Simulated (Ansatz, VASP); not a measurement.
**AlN: VASP beside Ansatz**

```xyz
4
Lattice="3.2757 0.0000 0.0000 -1.6378 2.8368 0.0000 0.0000 0.0000 4.1007" Properties=species:S:1:pos:R:3 pbc="T T T"
Al    0.0000    1.8912    3.0755
Al    1.6378    0.9456    1.0252
N     0.0000    1.8912    1.0252
N     1.6378    0.9456    3.0755
```

Alike in both runs: functional LDA; k mesh 6 × 6 × 4; occupations gaussian, width 0.02 eV; no spin polarisation.

Ansatz relaxed the structure, and its values are those at the end. VASP's run is a single point on that final structure, the one shown.

|  | VASP | Ansatz |
| --- | --- | --- |
| version | VASP 6.6.1 | Ansatz 0.2.0 |
| potentials or method | VASP PAW LDA potentials, release 64 (Al, N), cutoff 600 eV | scalar-relativistic, plane waves, PAW |
| valence electrons in the cell | 16 | 16 |

```csv
,VASP,Ansatz,Ansatz less VASP
gap on the k mesh at the Fermi level (eV),3.63,3.62,-0.010
least direct gap on the mesh (eV),3.63,3.62,-0.010
pressure (GPa),0.6,0.0,-0.58
```

Ansatz warns that its potentials were made for another functional, while VASP's fit it. LDA's correlation is that of Perdew and Zunger in VASP and of Perdew and Wang (1992) in Ansatz.
